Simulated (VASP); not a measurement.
# BN (P6_3mc) in VASP: settings compared, part 2 of 2

VASP 6.6.1.

## (3) Single point, r2SCAN

This run uses another cell than the first one, of 5.97 Å³/atom, 1.064 times its volume.

Contents of POSCAR:

```
BN
1.0
    2.5539396017      0.0000000000      0.0000000000
   -1.2769698009      2.2117765748      0.0000000000
    0.0000000000      0.0000000000      4.2268550000
N B
2 2
Direct
    0.3333333333      0.6666666667      0.1252760000
    0.6666666667      0.3333333333      0.6252760000
    0.3333333333      0.6666666667      0.4997240000
    0.6666666667      0.3333333333      0.9997240000
```

Contents of INCAR.step1:

```
SYSTEM = BN
ALGO = Normal ; EDIFF = 1E-5
ENCUT = 910 ; GGA = PE
GGA_COMPAT = .FALSE. ; ISMEAR = -1
LASPH = .TRUE. ; LCHARG = .FALSE.
LREAL = .FALSE. ; LWAVE = .TRUE.
NBANDS = 16 ; NELM = 120
PREC = Accurate ; SIGMA = 0.05
```

Contents of INCAR.step2:

```
SYSTEM = BN
ALGO = Normal ; EDIFF = 1E-6
ENCUT = 910 ; GGA_COMPAT = .FALSE.
ISIF = 2 ; ISMEAR = -1
ISTART = 1 ; LASPH = .TRUE.
LCHARG = .TRUE. ; LELF = .TRUE.
LMIXTAU = .TRUE. ; LREAL = .FALSE.
LVHAR = .TRUE. ; LWAVE = .FALSE.
METAGGA = R2SCAN ; NBANDS = 16
NELM = 120 ; PREC = Accurate
SIGMA = 0.05
```

Contents of KPOINTS:

```
k-points
0
G
  12 12 6
  0 0 0
```

Potentials or basis: VASP PAW PBE potentials, release 64 (N_h, B_h).

The run is started by

```console
$ cat potpaw_PBE.64/N_h/POTCAR potpaw_PBE.64/B_h/POTCAR > POTCAR
$ cp INCAR.step1 INCAR
$ mpirun -np 1 vasp_std > vasp.out
$ cp INCAR.step2 INCAR
$ mpirun -np 1 vasp_std > vasp.out
```

OUTCAR:

```text
SYSTEM = BN
   EDIFF = 1E-6
   ENCUT = 910
   ISIF = 2
   ISMEAR = -1
   ISTART = 1
   LASPH = .TRUE.
   LREAL = .FALSE.
   METAGGA = R2SCAN
   NELM = 120
   PREC = Accurate

 ion  position               nearest neighbor table
   1  0.333  0.667  0.125-
   2  0.667  0.333  0.625-
   3  0.333  0.667  0.500-
   4  0.667  0.333  1.000-

  LATTYP: Found a hexagonal cell.
 ALAT       =     2.5539396017
 C/A-ratio  =     1.6550332659

  Lattice vectors:

 A1 = (   2.5539396017,   0.0000000000,   0.0000000000)
 A2 = (  -1.2769698009,   2.2117765748,   0.0000000000)
 A3 = (   0.0000000000,   0.0000000000,   4.2268550000)

Analysis of symmetry for initial positions (statically):
=====================================================================
 Subroutine PRICEL returns:
 Original cell was already a primitive cell.

 Routine SETGRP: Setting up the symmetry group for a
 hexagonal supercell.

[... 166 lines left out ...]
  ext. energy  EPLUGINS =         0.00000000
  ---------------------------------------------------
  free energy    TOTEN  =       -38.31708924 eV

  energy without entropy =      -38.31708924  energy(sigma->0) =      -38.31708924

 E-fermi :   9.8442     XC(G=0): -13.6900

 val. band max:        8.9408820942   @ k =   0.0000   0.0000   0.0000
 cond. band min:      14.6796889714   @ k =   0.3333   0.3333   0.0000
 fundamental gap:      5.7388068772
 Fermi energy:         9.8441943686

 k-point     1 :       0.0000    0.0000    0.0000
  band No.  band energies     occupation
      1     -12.4038      2.00000
      2      -8.2296      2.00000
      3      -2.2686      2.00000
      4       6.7649      2.00000
      5       6.7649      2.00000
      6       8.6621      2.00000
[... 433 lines left out ...]
      3      -0.1471      2.00000
      4       1.3568      2.00000
      5       2.7282      2.00000
      6       4.5339      2.00000
[... 8 lines left out ...]
     15      26.0205      0.00000
     16      26.2508      0.00000

 [... further k-points ...]
[... 5 lines left out ...]
  --------------------------------------------------------------------------------------
  -------------------------------------------------------------------------------------
  Total       -0.7590225     -0.7590225     -0.8499594      0.0000000      0.0000000      0.0000000
  in kB      -50.9326220    -50.9326220    -57.0347484      0.0000000      0.0000000      0.0000000
  external PRESSURE =     -52.9666641 kB  Pullay stress =       0.0000000 kB

 VOLUME and BASIS-vectors are now :
 -----------------------------------------------------------------------------
  energy-cutoff  :      910.00
  volume of cell :       23.88
      direct lattice vectors                 reciprocal lattice vectors
     2.553939602  0.000000000  0.000000000     0.391551938  0.226062617  0.000000000
    -1.276969801  2.211776575  0.000000000     0.000000000  0.452125233  0.000000000
     0.000000000  0.000000000  4.226855000     0.000000000  0.000000000  0.236582518

 POSITION                                       TOTAL-FORCE (eV/Angst)
 -----------------------------------------------------------------------------------
     -0.00000      1.47452      0.52952        -0.000000      0.000000     -0.026858
      1.27697      0.73726      2.64295         0.000000     -0.000000     -0.026858
     -0.00000      1.47452      2.11226         0.000000     -0.000000      0.026858
      1.27697      0.73726      4.22569         0.000000     -0.000000      0.026858
 -----------------------------------------------------------------------------------
    total drift:                               -0.000000     -0.000000      0.014731

  FREE ENERGIE OF THE ION-ELECTRON SYSTEM (eV)
  ---------------------------------------------------
  free  energy   TOTEN  =       -38.3170892370 eV

  energy  without entropy=      -38.3170892369  energy(sigma->0) =      -38.31708924
```

It took 2 min on 1 thread of Intel Xeon Platinum 8488C (Sapphire Rapids), shared host; peak memory 0.21 GiB.

What came out:

| Item | Value |
| --- | --- |
| Free energy | -38.3171 eV |
| Pressure | -5.3 GPa |
| Largest force | 0.027 eV/Å |
| Band gap on the k mesh | 5.74 eV, indirect (least direct gap 8.93 eV) |

Forces in eV/Å, atoms in the order of the input:
```
N    0.000  0.000 -0.027
N    0.000  0.000 -0.027
B    0.000  0.000  0.027
B    0.000  0.000  0.027
```

Caveat: the cutoff is under 1.25 times the usual one of these potentials, so pressure, stress and relaxed cells hold a basis-set (Pulay) error; the PAW data sets were made with another functional, which shifts forces and pressure a little.
